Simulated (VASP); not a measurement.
# Hf (P6_3/mmc) in VASP: a series of runs, part 2 of 2

VASP 6.6.1. The steps go on from the part before.

## Step 5: Relaxation of cell and atoms, PBEsol, target pressure 10 GPa, at which the enthalpy is minimised

This run uses another cell than the first one, of 22.38 Å³/atom, 1.056 times its volume.

INCAR reads:

```
PREC = Accurate
ENCUT = 600
EDIFF = 1E-6
ISMEAR = -1
SIGMA = 0.05
LREAL = F
LASPH = T
NELM = 60
ALGO = Normal
ISIF = 3
LWAVE = F
LCHARG = F
GGA = PS
IBRION = 2
NSW = 60
EDIFFG = -0.01
PSTRESS = 100.0
```

KPOINTS reads:

```
regular mesh
0
Gamma
  10 10 5
```

POSCAR reads:

```
Hf
1.0
    3.1967000000      0.0000000000      0.0000000000
   -1.5983500000      2.7684234083      0.0000000000
    0.0000000000      0.0000000000      5.0578000000
Hf
2
Direct
    0.6666666667      0.3333333333      0.7500000000
    0.3333333333      0.6666666667      0.2500000000
```

Potentials or basis: VASP PAW PBE potentials, release 64 (Hf_pv).

On the command line:

```console
$ cat potpaw_PBE.64/Hf_pv/POTCAR > POTCAR
$ mpirun -np 1 vasp_std > vasp.out
```

OUTCAR:

```text
PREC = Accurate
   ENCUT = 600
   EDIFF = 1E-6
   ISMEAR = -1
   LREAL = F
   LASPH = T
   NELM = 60
   ISIF = 3
   GGA = PS
   IBRION = 2
   NSW = 60
   EDIFFG = -0.01
   PSTRESS = 100.0

 ion  position               nearest neighbor table
   1  0.667  0.333  0.750-   2 3.13   2 3.13   2 3.13   2 3.13   2 3.13   2 3.13
   2  0.333  0.667  0.250-   1 3.13   1 3.13   1 3.13   1 3.13   1 3.13   1 3.13

  LATTYP: Found a hexagonal cell.
 ALAT       =     3.1967000000
 C/A-ratio  =     1.5821941377

  Lattice vectors:

 A1 = (   3.1967000000,   0.0000000000,   0.0000000000)
 A2 = (  -1.5983500000,   2.7684234083,   0.0000000000)
 A3 = (   0.0000000000,   0.0000000000,   5.0578000000)

Analysis of symmetry for initial positions (statically):
=====================================================================
 Subroutine PRICEL returns:
 Original cell was already a primitive cell.

 Routine SETGRP: Setting up the symmetry group for a
 hexagonal supercell.

 Subroutine GETGRP returns: Found 24 space group operations
 (whereof 12 operations were pure point group operations)
 out of a pool of 24 trial point group operations.

The static configuration has the point symmetry D_3d.
 The point group associated with its full space group is D_6h.

Analysis of symmetry for dynamics (positions and initial velocities):
=====================================================================
[... 425 lines left out ...]

 number of electron      20.0000002 magnetization

 Free energy of the ion-electron system (eV)
  ---------------------------------------------------
  ext. energy  EPLUGINS =         0.00000000
  ---------------------------------------------------
  free energy    TOTEN  =       -20.92125058 eV

  energy without entropy =      -20.91433550  energy(sigma->0) =      -20.91779304

 E-fermi :   5.5694     XC(G=0): -11.9338

 val. band max:        5.5452551433   @ k =   0.1000   0.0000   0.2000
 cond. band min:       5.5840635728   @ k =   0.0000   0.0000   0.4000
 fundamental gap:      0.0388084295
 Fermi energy:         5.5693720415

 k-point     1 :       0.0000    0.0000    0.0000
  band No.  band energies     occupation
      1     -25.4091      2.00000
      2     -24.3192      2.00000
      3     -24.3192      2.00000
      4     -24.1366      2.00000
      5     -24.1366      2.00000
      6     -24.1359      2.00000
      7      -2.1828      2.00000
      8       1.4882      2.00000
      9       6.7234      0.00000
     10       6.7729      0.00000
     11       6.7729      0.00000
     12       7.0784      0.00000
     13       7.7265      0.00000
     14       7.7265      0.00000
[... 377 lines left out ...]
      1     -25.2115      2.00000
      2     -25.0261      2.00000
      3     -24.7432      2.00000
      4     -24.5714      2.00000
      5     -24.4271      2.00000
      6     -24.3278      2.00000
      7       1.8244      2.00000
      8       2.7551      2.00000
      9       3.7494      2.00000
     10       4.4020      2.00000
     11       6.2000      0.00001
     12       6.8926      0.00000
     13       7.4211      0.00000
     14      10.9474      0.00000

 [... further k-points ...]

------------------------ aborting loop because EDIFF is reached ----------------------------------------

  FORCE on cell =-STRESS in cart. coord.  units (eV):
  Direction    XX          YY          ZZ          XY          YZ          ZX
  --------------------------------------------------------------------------------------
  -------------------------------------------------------------------------------------
  Total        2.4914489      2.4914489      2.4831090      0.0000000      0.0000000     -0.0000000
  in kB      100.1966323    100.1966323     99.8612361      0.0000000      0.0000000     -0.0000000
  external PRESSURE =       0.0848336 kB  Pullay stress =     100.0000000 kB
[... 21 lines left out ...]
  energy  without entropy=      -20.9143354979  energy(sigma->0) =      -20.91779304

  enthalpy is  TOTEN    =       -18.4346910959 eV   P V=        2.4865594805

 reached required accuracy - stopping structural energy minimisation
```

OSZICAR:

```text
N       E                     dE             d eps       ncg     rms          rms(c)
DAV:   1     0.486147901068E+02    0.48615E+02   -0.12528E+04  1176   0.151E+03
DAV:   2    -0.197626071081E+02   -0.68377E+02   -0.67279E+02  1470   0.285E+02
DAV:   3    -0.217652508742E+02   -0.20026E+01   -0.19792E+01  1566   0.315E+01
[... 62 lines left out ...]
DAV:   1    -0.209214453484E+02    0.17699E-02   -0.10837E-02  1176   0.880E-01    0.143E-01
DAV:   2    -0.209213025484E+02    0.14280E-03   -0.23920E-04  1506   0.125E-01    0.502E-02
DAV:   3    -0.209212602761E+02    0.42272E-04   -0.45825E-05  1440   0.498E-02    0.366E-02
DAV:   4    -0.209212505927E+02    0.96834E-05   -0.19160E-05  1532   0.327E-02    0.232E-02
DAV:   5    -0.209212505765E+02    0.16213E-07   -0.14547E-06   886   0.960E-03
   8 F= -.18434691E+02 E0= -.18431234E+02  d E =-.314840E-04
```

CONTCAR:

```text
Hf
   1.00000000000000
     3.0733683859346788    0.0000000000000000    0.0000000000000000
    -1.5366841929673394    2.6616150974322124    0.0000000000000000
     0.0000000000000000    0.0000000000000000    4.8702310349351770
  Hf
     2
Direct
     0.6666666667000030    0.3333333332999970    0.7500000000000000
     0.3333333332999970    0.6666666667000030    0.2500000000000000

  0.00000000E+00  0.00000000E+00  0.00000000E+00
  0.00000000E+00  0.00000000E+00  0.00000000E+00
```

Run time: 6.2 min. Hardware: 1 thread of AMD EPYC 7R13, shared host; peak memory 0.17 GiB.

What came out:

- Free energy: -20.9213 eV
- Relaxed volume: 19.92 Å³/atom
- Relaxed cell: a = 3.073 Å, b = 3.073 Å, c = 4.870 Å, α = 90.00°, β = 90.00°, γ = 120.00°
- Space group after relaxing (to 0.05 Å): P6_3/mmc (No. 194)
- Energy change on relaxing (the enthalpy is what falls): +34.4 meV/atom
- Ionic steps: 8
- Pressure after relaxing: 10.0 GPa
- Band gap on the k mesh: zero (band 10 reaches 6.77 eV, above the bottom of band 11 at 5.22 eV)

The path:
| step | energy change (eV) | largest force (eV/Å) | pressure (GPa) | volume (Å³) |
| --- | --- | --- | --- | --- |
| 1 | 0.0000 | 0.0000 | -4.28 | 44.76 |
| 2 | 1.1951 | 0.0000 | 47.41 | 33.04 |
| 3 | 0.0521 | 0.0000 | 8.96 | 40.12 |
| 4 | 0.0665 | 0.0000 | 9.88 | 39.88 |
| 5 | 0.0724 | 0.0000 | 10.23 | 39.79 |
| 6 | 0.0634 | 0.0000 | 9.69 | 39.93 |
| 7 | 0.0669 | 0.0000 | 9.90 | 39.87 |
| 8 | 0.0689 | 0.0000 | 10.01 | 39.84 |

Final structure:
```
Hf
1.0
     3.07337    0.00000    0.00000
    -1.53668    2.66162    0.00000
     0.00000    0.00000    4.87023
Hf
2
Direct
  0.66667 0.33333 0.75000
  0.33333 0.66667 0.25000
```

Levels at points of the mesh, in eV from the Fermi level:
```csv
k point,band 7,band 8,band 9,band 10,band 11,band 12,band 13,band 14
"(0.00, 0.00, 0.00)",-7.75,-4.08,1.15,1.20,1.20,1.51,2.16,2.16
"(0.50, 0.00, 0.00)",-3.54,-3.19,-2.60,-0.52,0.76,1.04,1.92,6.72
```

Caveat: the cell is relaxed towards a set pressure, so the enthalpy falls and the energy may rise; the PAW data sets were made with another functional, which shifts forces and pressure a little; spin-orbit coupling is left out, which moves the levels of the heavy elements.

## Step 6: Relaxation of cell and atoms, PBEsol, target pressure 20 GPa, at which the enthalpy is minimised

This run uses another cell than the first one, of 22.38 Å³/atom, 1.056 times its volume.

INCAR reads:

```
PREC = Accurate ; ENCUT = 600
EDIFF = 1E-7 ; ISMEAR = -1
SIGMA = 0.05 ; LREAL = False
LASPH = True ; NELM = 100
ALGO = Fast ; ISIF = 3
LWAVE = False ; LCHARG = False
GGA = PS ; IBRION = 2
NSW = 60 ; EDIFFG = -0.01
PSTRESS = 200.0
```

KPOINTS reads:

```
Automatic mesh
0
Gamma
  10 10 5
```

POSCAR is that of step 5.

Potentials or basis: VASP PAW PBE potentials, release 64 (Hf_pv).

On the command line:

```console
$ cat potpaw_PBE.64/Hf_pv/POTCAR > POTCAR
$ mpirun -np 1 vasp_std > vasp.out
```

Wall time 7.9 min (1 thread of AMD EPYC 7R13, shared host); peak memory 0.17 GiB.

The run converged. Its results:

```yaml
Free_energy: -20.7047 eV
Relaxed_volume: 18.75 Å³/atom
Relaxed_cell: a = 3.008 Å, b = 3.008 Å, c = 4.785 Å, α = 90.00°, β = 90.00°, γ = 120.00°
Space_group_after_relaxing_to_0.05_Å: P6_3/mmc (No. 194)
Energy_change_on_relaxing_the_enthalpy_is_what_falls: +142.7 meV/atom
Ionic_steps: 6
Pressure_after_relaxing: 20.0 GPa
Band_gap_on_the_k_mesh: zero (band 10 reaches 7.24 eV, above the bottom of band 11 at 5.67 eV)
```

Stress tensor (GPa, compression positive):
```
19.94  0.00  0.00
 0.00 19.94  0.00
 0.00  0.00 20.04
```

The path:
| step | energy change (eV) | largest force (eV/Å) | pressure (GPa) | volume (Å³) |
| --- | --- | --- | --- | --- |
| 1 | 0.0000 | 0.0000 | -4.29 | 44.76 |
| 2 | 4.7613 | 0.0000 | 131.87 | 26.18 |
| 3 | 0.1975 | 0.0000 | 16.44 | 38.27 |
| 4 | 0.2645 | 0.0000 | 19.21 | 37.67 |
| 5 | 0.2847 | 0.0000 | 20.00 | 37.50 |
| 6 | 0.2854 | 0.0000 | 19.98 | 37.49 |

Final structure:
```cif
data_structure
_symmetry_space_group_name_H-M 'P 1'
_symmetry_Int_Tables_number 1
_cell_length_a 3.0080
_cell_length_b 3.0080
_cell_length_c 4.7849
_cell_angle_alpha 90.000
_cell_angle_beta 90.000
_cell_angle_gamma 120.000
_cell_volume 37.49
loop_
_atom_site_label
_atom_site_type_symbol
_atom_site_fract_x
_atom_site_fract_y
_atom_site_fract_z
_atom_site_occupancy
Hf1 Hf 0.66667 0.33333 0.75000 1
Hf2 Hf 0.33333 0.66667 0.25000 1
```

Levels at points of the mesh, in eV from the Fermi level:
```
           k point  band 7  band 8  band 9  band 10  band 11  band 12  band 13  band 14
(0.00, 0.00, 0.00)   -7.96   -4.32    1.18     1.18     1.41     1.46     2.20     2.20
(0.50, 0.00, 0.00)   -3.66   -3.49   -2.86    -0.35     0.73     1.09     2.01     7.18
```

Caveat: the cell is relaxed towards a set pressure, so the enthalpy falls and the energy may rise; the volume moved by over 15 % at a fixed basis, so the end points are rough; the PAW data sets were made with another functional, which shifts forces and pressure a little; spin-orbit coupling is left out, which moves the levels of the heavy elements.

## Step 7: The runs side by side

| task | cell | cutoff (eV) | gap on the mesh (eV) | pressure (GPa) |
| --- | --- | --- | --- | --- |
| single point | a = 3.140, b = 3.140, c = 4.965 Å, angles 90.0, 90.0, 120.0°, 2 atoms | 520 | none | 1.7 |
| single point | a = 3.159, b = 3.159, c = 4.991 Å, angles 90.0, 90.0, 120.0°, 2 atoms | 520 | none | -0.4 |
| relaxation of cell and atoms | relaxed to 5 GPa from a = 3.197, b = 3.197, c = 5.058 Å, angles 90.0, 90.0, 120.0°, 2 atoms | 600 | none | 5.0 |
| relaxation of cell and atoms | relaxed to 10 GPa from a = 3.197, b = 3.197, c = 5.058 Å, angles 90.0, 90.0, 120.0°, 2 atoms | 600 | none | 10.0 |
| relaxation of cell and atoms | relaxed to 20 GPa from a = 3.197, b = 3.197, c = 5.058 Å, angles 90.0, 90.0, 120.0°, 2 atoms | 600 | none | 20.0 |

Alike in all rows: level PBEsol; potentials or basis VASP PAW PBE potentials, release 64 (Hf_pv); no spin polarisation; k mesh 10 × 10 × 5; smearing fermi-dirac 0.05 eV.

Caveats: the PAW data sets were made with another functional, which shifts forces and pressure a little; spin-orbit coupling is left out, which moves the levels of the heavy elements; the cell is relaxed towards a set pressure, so the enthalpy falls and the energy may rise (some runs); the volume moved by over 15 % at a fixed basis, so the end points are rough (some runs).

Total energies depend on the potentials used, so only differences within one code and one set of settings carry meaning.
